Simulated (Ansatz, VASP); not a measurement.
# Two plane-wave programs on B4MoRu

```
B Mo Ru
1.0
     2.18108   -3.78046    0.00000
     2.18108    3.78046    0.00000
     0.00000    0.00000    3.53503
B Mo Ru
4 1 1
Direct
  0.17008 0.82992 0.00000
  0.82992 0.17008 0.00000
  0.00000 0.50000 0.50000
  0.50000 0.00000 0.50000
  0.50000 0.50000 0.00000
  0.00000 0.00000 0.50000
```

Change from the starting cell: species swapped into the CeGaCu4 type (Cmmm, No. 65).

Alike in both runs: task relaxation of cell and atoms; functional PBE; k mesh 4 × 4 × 6; occupations gaussian, width 0.1 eV; no spin polarisation.

|  | VASP | Ansatz |
| --- | --- | --- |
| version | VASP 6.6.1 | Ansatz 0.2.0 |
| potentials or method | VASP PAW PBE potentials, release 64 (B, Mo_sv, Ru_pv), cutoff 600 eV | scalar-relativistic, plane waves, PAW |
| valence electrons in the cell | 40 | 42 |

Ansatz gave:

| Quantity | Value |
| --- | --- |
| gap on the k mesh at the Fermi level, each at its own relaxed structure (eV) | none |
| relaxed volume (Å³/atom) | 8.96 |
| relaxed cell length with the largest relative difference (Å) | 2.893 |

Question: What did VASP give for the same quantities?

Answer: gap on the k mesh at the Fermi level, each at its own relaxed structure (eV): none; relaxed volume (Å³/atom): 8.97; relaxed cell length with the largest relative difference (Å): 2.899.

A gap of «none» marks a metal or a gap that the smearing closes. VASP's potentials hold 40 valence electrons a cell and Ansatz's 42, so a difference there can come from the potentials and not from the codes.

The k mesh is coarse, so the values compare programs but aren't converged.
